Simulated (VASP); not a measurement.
In2SiH2, 5 atoms in the cell. The structure is tetragonal, space group I4mm (No. 107). The conventional cell has a = 4.651 Å, b = 4.651 Å, c = 8.276 Å, α = 90.00°, β = 90.00°, γ = 90.00°. In (site symmetry 2mm) has 2 H at 1.93 to 2.21 Å within 2.6 Å. Si (site symmetry 4mm) has 4 H at 2.41 Å and 4 In at 2.80 Å within 3.2 Å. Within 2.6 Å of H (site symmetry 2mm) lie 2 In at 1.93 to 2.21 Å and 2 Si at 2.41 Å. 

```yaml
Program: VASP 6.6.1
Task: single point
Functional: PBE
Potentials_or_basis: VASP PAW PBE potentials, release 64 (In_d, Si, H)
Cutoff: 500 eV
k_mesh: 3 × 3 × 3
Occupations: gaussian, width 0.15 eV
Spin: no spin polarisation
Dipole_correction: no
Further_INCAR_settings: ALGO = Normal; EDIFF = 1e-06; NBANDS = 24
```

Potentials or basis: VASP PAW PBE potentials, release 64 (In_d, Si, H).

Run with:

```bash
$ cat potpaw_PBE.64/In_d/POTCAR potpaw_PBE.64/Si/POTCAR potpaw_PBE.64/H/POTCAR > POTCAR
$ mpirun -np 1 vasp_std > vasp.out
```

Hardware: 1 thread of Intel Xeon 8259CL, with other jobs on the host.

**Question.** How long does it take, and how much memory?

**Answer.** Run time: 40 s on 1 thread of Intel Xeon 8259CL, with other jobs on the host, peak memory 0.23 GiB. Counts: scf iterations 15, k points 6.
